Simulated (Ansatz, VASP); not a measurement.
## NiO: VASP beside Ansatz

```xyz
2
Lattice="0.0000 2.1337 2.1337 2.1337 0.0000 2.1337 2.1337 2.1337 0.0000" Properties=species:S:1:pos:R:3 pbc="T T T"
Ni    0.0000    0.0000    0.0000
O     2.1337    2.1337    2.1337
```

Alike in both runs: functional PBE; k mesh 12 × 12 × 12; occupations gaussian, width 0.02 eV; collinear spin; Hubbard terms Ni d U = 6.2 eV.

Ansatz relaxed the structure, and its values are those at the end. VASP's run is a single point on that final structure, the one shown.

```csv
,VASP,Ansatz
version,VASP 6.6.1,Ansatz 0.2.0
potentials or method,"VASP PAW PBE potentials, release 64 (Ni, O), cutoff 520 eV","scalar-relativistic, plane waves, PAW"
valence electrons in the cell,16,24
```

```tsv
	VASP	Ansatz	Ansatz less VASP
gap on the k mesh at the Fermi level (eV)	2.36	1.94	-0.423
least direct gap on the mesh (eV)	3.16	2.96	-0.200
pressure (GPa)	-8.2	0.0	+8.23
net moment per atom (μB)	1.00	1.00	0.000
size of the moment on the site where the two differ most (μB)	1.83	1.74	-0.090
```

Site moments also hang on the region over which each program counts them. The programs project onto different local orbitals, so the same U acts differently, and such runs can settle in different states. VASP's potentials hold 16 valence electrons a cell and Ansatz's 24, so a difference there can come from the potentials and not from the codes.
